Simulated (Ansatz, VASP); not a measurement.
**One calculation of ZrSi2Sb4, two programs**

Contents of POSCAR:

```
ZrSi2Sb4
1.0
   -3.7333278955      3.7333278955      3.2041560682
    3.7333278955     -3.7333278955      3.2041560682
    3.7333278955      3.7333278955     -3.2041560682
Zr Si Sb
1 2 4
Direct
    0.0000000000      0.0000000000      0.0000000000
    0.0000000000      0.5000000000      0.5000000000
    0.5000000000      0.0000000000      0.5000000000
    0.0547279105      0.9452720895      0.5000000000
    0.5547279105      0.0547279105      0.1094558209
    0.9452720895      0.4452720895      0.8905441791
    0.4452720895      0.5547279105      0.5000000000
```

The input INCAR.step1:

```
PREC = Accurate
ENCUT = 520
ISMEAR = -1
SIGMA = 0.03
LREAL = False
LASPH = True
NELM = 80
NBANDS = 29
GGA = PE
ALGO = Normal
EDIFF = 1E-4
LWAVE = True
LCHARG = False
```

INCAR.step2

```
PREC = Accurate
ENCUT = 520
EDIFF = 1E-6
ISMEAR = -1
SIGMA = 0.03
LREAL = False
LASPH = True
NELM = 80
ALGO = Normal
ISIF = 2
LWAVE = False
LCHARG = False
METAGGA = R2SCAN
LMIXTAU = True
LUSE_VDW = True
IVDW_NL = 2
BPARAM = 11.95
CPARAM = 0.0093
NBANDS = 29
ISTART = 1
```

The input KPOINTS:

```
regular mesh
0
Gamma
  6 6 6
```

Input for Ansatz:

```yaml
crystal:
  lattice:
    - [-3.7333278955, 3.7333278955, 3.2041560682]
    - [3.7333278955, -3.7333278955, 3.2041560682]
    - [3.7333278955, 3.7333278955, -3.2041560682]
  atoms:
    - { symbol: Zr, position: [0.0, 0.0, 0.0] }
    - { symbol: Si, position: [0.0, 0.5, 0.5] }
    - { symbol: Si, position: [0.5, 0.0, 0.5] }
    - { symbol: Sb, position: [0.0547279105, 0.9452720895, 0.5] }
    - { symbol: Sb, position: [0.5547279105, 0.0547279105, 0.1094558209] }
    - { symbol: Sb, position: [0.9452720895, 0.4452720895, 0.8905441791] }
    - { symbol: Sb, position: [0.4452720895, 0.5547279105, 0.5] }
kpoints:
  mp_grid: { grid: [6, 6, 6] }
  band_path:
    path:
      - [0.0, 0.0, 0.0]
      - [0.0, 0.0, 0.5]
      - [-0.5, 0.5, 0.5]
      - [0.4341514153, 0.4341514153, -0.4341514153]
      - [-0.4341514153, 0.5658485847, 0.4341514153]
      - [0.25, 0.25, 0.25]
      - [0.0, 0.5, 0.0]
    npoints: 1
hamiltonian:
  xc: r2scan
  dispersion: rvv10
scf:
  occupations: { method: fermi_dirac, width: 0.03 }
  n_extra_bands: 5
output:
  forces: true
  stress: true
  eigenvalues: true
  write_density: true
  write_potential: true
  elf: true
  volumetric_format: npy
```

Alike in both runs: task single point; functional r2SCAN; dispersion rVV10; k mesh 6 × 6 × 6; occupations fermi-dirac, width 0.03 eV; no spin polarisation.

|  | VASP | Ansatz |
| --- | --- | --- |
| version | VASP 6.6.1 | Ansatz 0.2.0 |
| potentials or method | VASP PAW PBE potentials, release 64 (Zr_sv, Si, Sb) | plane waves, PAW |
| plane-wave cutoff (eV) | 520 | 500 |
| valence electrons in the cell | 40 | 80 |

```csv
,VASP,Ansatz,Ansatz less VASP
pressure (GPa),0.4,0.0,-0.42
rms of the force components (eV/Å),0.029,0.000,-0.0292
```

VASP's potentials were made for PBE, not for r2SCAN. Atom by atom the forces differ by 0.029 eV/Å (rms over components). VASP's potentials hold 40 valence electrons a cell and Ansatz's 80, so a difference there can come from the potentials and not from the codes.

Spin-orbit coupling is off throughout.
